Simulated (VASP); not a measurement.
Write the native input for VASP 6.6.1 that does the following.

```
Task                   : single point
Functional             : r2SCAN
Potentials or basis    : VASP PAW PBE potentials, release 64 (Cu, I)
Cutoff                 : 520 eV
k mesh                 : 8 × 8 × 8
Occupations            : gaussian, width 0.05 eV
Spin                   : no spin polarisation
Dipole correction      : no
Further INCAR settings : ALGO = Normal; EDIFF = 1e-06; NBANDS = 16
```

CuI:

```
Cu I
1.0
     0.00000    2.93670    3.23037
     2.93670    0.00000    3.23037
     2.93670    2.93670    0.00000
Cu I
1 1
Direct
  0.75000 0.75000 0.75000
  0.00000 0.00000 0.00000
```

This cell differs from its parent crystal: ratio of the length along z to the lengths across it x 1.1, volume and fractional coordinates fixed.

The input as run:

POSCAR

```
CuI
1.0
    0.0000000000      2.9367028916      3.2303731808
    2.9367028916      0.0000000000      3.2303731808
    2.9367028916      2.9367028916      0.0000000000
Cu I
1 1
Direct
    0.7500000000      0.7500000000      0.7500000000
    0.0000000000      0.0000000000      0.0000000000
```

INCAR.step1

```
SYSTEM = CuI
PREC     = Accurate       ! precision mode
ENCUT    = 520            ! plane-wave cutoff, eV
ISMEAR   = 0              ! smearing method
SIGMA    = 0.05           ! smearing width, eV
LREAL    = .FALSE.        ! projectors in reciprocal space
LASPH    = .TRUE.         ! aspherical terms in the spheres
NELM     = 100            ! most SCF steps
NBANDS   = 16             ! bands
GGA      = PE             ! functional
ALGO     = Normal         ! electronic algorithm
EDIFF    = 1E-4           ! SCF threshold, eV
LWAVE    = .TRUE.         ! write WAVECAR
LCHARG   = .FALSE.        ! write CHGCAR
```

INCAR.step2

```
SYSTEM = CuI
PREC     = Accurate       ! precision mode
ENCUT    = 520            ! plane-wave cutoff, eV
EDIFF    = 1E-6           ! SCF threshold, eV
ISMEAR   = 0              ! smearing method
SIGMA    = 0.05           ! smearing width, eV
LREAL    = .FALSE.        ! projectors in reciprocal space
LASPH    = .TRUE.         ! aspherical terms in the spheres
NELM     = 100            ! most SCF steps
ALGO     = Normal         ! electronic algorithm
ISIF     = 2              ! what is computed and relaxed
LWAVE    = .FALSE.        ! write WAVECAR
LCHARG   = .FALSE.        ! write CHGCAR
METAGGA  = R2SCAN         ! meta-GGA
LMIXTAU  = .TRUE.       
NBANDS   = 16             ! bands
ISTART   = 1
```

KPOINTS

```
Automatic mesh
0
G
  8 8 8
  0 0 0
```

Potentials or basis: VASP PAW PBE potentials, release 64 (Cu, I).

Command:

```bash
$ cat potpaw_PBE.64/Cu/POTCAR potpaw_PBE.64/I/POTCAR > POTCAR
$ cp INCAR.step1 INCAR
$ mpirun -np 1 vasp_std > vasp.out
$ cp INCAR.step2 INCAR
$ mpirun -np 1 vasp_std > vasp.out
```

It gave:

```
Pressure               : -0.9 GPa
Band gap on the k mesh : 1.55 eV, direct
```

Caveat: the PAW data sets were made with another functional, which shifts forces and pressure a little; spin-orbit coupling is left out, which moves the levels of the heavy elements.

Wall time 87 s on 1 thread of Intel(R) Xeon(R) Platinum 8559C (Emerald Rapids) (shared host), peak memory 0.22 GiB.
